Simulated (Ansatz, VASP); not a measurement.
# AlGa3N4: VASP beside Ansatz

```xyz
8
Lattice="4.3742 0.0000 0.0000 0.0000 4.3742 0.0000 0.0000 0.0000 4.3742" Properties=species:S:1:pos:R:3 pbc="T T T"
Al    0.0000    0.0000    0.0000
Ga    2.1871    2.1871    0.0000
Ga    2.1871    0.0000    2.1871
Ga    0.0000    2.1871    2.1871
N     3.3040    3.3040    1.0701
N     3.3040    1.0701    3.3040
N     1.0701    3.3040    3.3040
N     1.0701    1.0701    1.0701
```

Alike in both runs: functional r2SCAN; k mesh 6 × 6 × 6; occupations gaussian, width 0.02 eV; no spin polarisation.

Ansatz relaxed the structure, and its values are those at the end. VASP's run is a single point on that final structure, the one shown.

```csv
,VASP,Ansatz
version,VASP 6.6.1,Ansatz 0.2.0
potentials or method,"VASP PAW PBE potentials, release 64 (Al, Ga_d, N), cutoff 520 eV","scalar-relativistic, plane waves, PAW"
valence electrons in the cell,62,62
```

Ansatz gave:

* gap on the k mesh at the Fermi level (eV): 3.27
* least direct gap on the mesh (eV): 3.27
* pressure (GPa): 14.1
* rms of the force components (eV/Å): 0.007

Question: Which values does VASP return?

Answer: gap on the k mesh at the Fermi level (eV): 3.27; least direct gap on the mesh (eV): 3.27; pressure (GPa): 15.1; rms of the force components (eV/Å): 0.043.

VASP's potentials were made for PBE, not for r2SCAN. Ansatz's warnings: stress scf threshold loose.
